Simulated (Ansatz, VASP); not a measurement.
# Two plane-wave programs on ZnO

```xyz
4
Lattice="3.2601 0.0000 0.0000 -1.6301 2.8234 0.0000 0.0000 0.0000 5.1223" Properties=species:S:1:pos:R:3 pbc="T T T"
Zn    0.0000    1.8822    0.0081
Zn    1.6301    0.9411    2.5692
O     0.0000    1.8822    1.7947
O     1.6301    0.9411    4.3558
```

Alike in both runs: task single point; functional PBEsol; k mesh 9 × 9 × 6; occupations gaussian, width 0.05 eV; no spin polarisation.

|  | VASP | Ansatz |
| --- | --- | --- |
| version | VASP 6.6.1 | Ansatz 0.2.0 |
| potentials or method | VASP PAW PBE potentials, release 64 (Zn, O_h), cutoff 910 eV | scalar-relativistic, plane waves, PAW |
| valence electrons in the cell | 36 | 36 |

|  | VASP | Ansatz | Ansatz less VASP |
| --- | --- | --- | --- |
| gap on the k mesh at the Fermi level (eV) | 0.79 | 0.79 | -0.001 |
| least direct gap on the mesh (eV) | 0.79 | 0.79 | -0.001 |
| rms of the force components (eV/Å) | 1.347 | 1.304 | -0.0433 |

VASP's potentials were made for PBE, not for PBEsol, and Ansatz warns of the same on its side. Atom by atom the forces differ by 0.043 eV/Å (rms over components). With one functional, cell and mesh, what is left measures potentials, basis and numerics.

Noted on VASP's run: the cutoff is short for stress, so the pressure is rough.
